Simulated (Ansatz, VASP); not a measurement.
One calculation of CaCu2S2, two programs

File INCAR:

```
PREC = Accurate ; ENCUT = 520
EDIFF = 1E-6 ; ISMEAR = -1
SIGMA = 0.0115 ; LREAL = F
LASPH = T ; NELM = 100
ALGO = Normal ; ISIF = 2
LWAVE = F ; LCHARG = F
GGA = PS ; NBANDS = 30
```

KPOINTS

```
regular mesh
0
Gamma
  8 8 4
```

File POSCAR:

```
CaCu2S2
1.0
    3.9284302700      0.0000000000      0.0000000000
   -1.9642151300      3.4021203200      0.0000000000
    0.0000000000      0.0000000000      6.5038453400
Cu Ca S
2 1 2
Direct
    0.3333000000      0.6667000000      0.3764900000
    0.6667000000      0.3333000000      0.6235100000
    0.0000000000      0.0000000000      0.0000000000
    0.3333000000      0.6667000000      0.7463000000
    0.6667000000      0.3333000000      0.2537000000
```

Input for Ansatz:

```yaml
crystal:
  lattice:
    - [3.92843027, 0.0, 0.0]
    - [-1.96421513, 3.40212032, 0.0]
    - [0.0, 0.0, 6.50384534]
  atoms:
    - { symbol: Cu, position: [0.3333, 0.6667, 0.37649] }
    - { symbol: Cu, position: [0.6667, 0.3333, 0.62351] }
    - { symbol: Ca, position: [0.0, 0.0, 0.0] }
    - { symbol: S, position: [0.3333, 0.6667, 0.7463] }
    - { symbol: S, position: [0.6667, 0.3333, 0.2537] }
  symmetry: { tolerance: 0.0003 }
kpoints:
  mp_grid: { grid: [8, 8, 4], shift: [0, 0, 0] }
  band_path:
    path:
      - [0.0, 0.0, 0.0]
      - [0.5, -1.0e-08, 0.0]
      - [0.33333333, 0.33333333, 0.0]
      - [0.0, 0.0, 0.0]
      - [0.0, 0.0, 0.5]
      - [0.5, -1.0e-08, 0.5]
      - [0.33333333, 0.33333333, 0.5]
      - [0.0, 0.0, 0.5]
      - [0.5, -1.0e-08, 0.5]
      - [0.5, -1.0e-08, 0.0]
      - [0.33333333, 0.33333333, 0.5]
    npoints: 6
magnetization:
  spin_polarized: false
scf:
  occupations: { method: fermi_dirac, width: 0.0115 }
  lower_state_search: "off"
  max_iter: 200
hamiltonian:
  pseudopotentials: { kind: paw }
  xc: pbesol
basis:
  ecutwfc: 420
  fft_grid_basis: typed
output:
  forces: true
  stress: true
  eigenvalues: true
  bader: true
  populations: true
  elf: true
  write_potential: true
  volumetric_format: npy
  dos:
    e_range: [-12, 8]
    de: 0.05
    projected: { site_lists: { Ca: [Ca], Cu: [Cu], S: [S] } }
checkpoint:
  read: saved_state
```

Alike in both runs: task single point; functional PBEsol; k mesh 8 × 8 × 4; occupations fermi-dirac, width 0.0115 eV; no spin polarisation.

```csv
,VASP,Ansatz
version,VASP 6.6.1,Ansatz 0.2.0
potentials or method,"VASP PAW PBE potentials, release 64 (Cu, Ca_sv, S), cutoff 520 eV",PAW plane waves
valence electrons in the cell,44,60
```

```csv
,VASP,Ansatz,Ansatz less VASP
gap on the k mesh at the Fermi level (eV),1.04,1.02,-0.022
pressure (GPa),-4.0,-4.4,-0.41
"traceless stress, the component that is largest in VASP (GPa)",0.13,0.15,+0.018
rms of the force components (eV/Å),0.159,0.162,+0.0023
```

VASP's potentials were made for PBE, not for PBEsol. Atom by atom the forces differ by 0.002 eV/Å (rms over components). With one functional, cell and mesh, what is left measures potentials, basis and numerics. VASP's potentials hold 44 valence electrons a cell and Ansatz's 60, so a difference there can come from the potentials and not from the codes. Ansatz's warnings: structure snapped to symmetry.
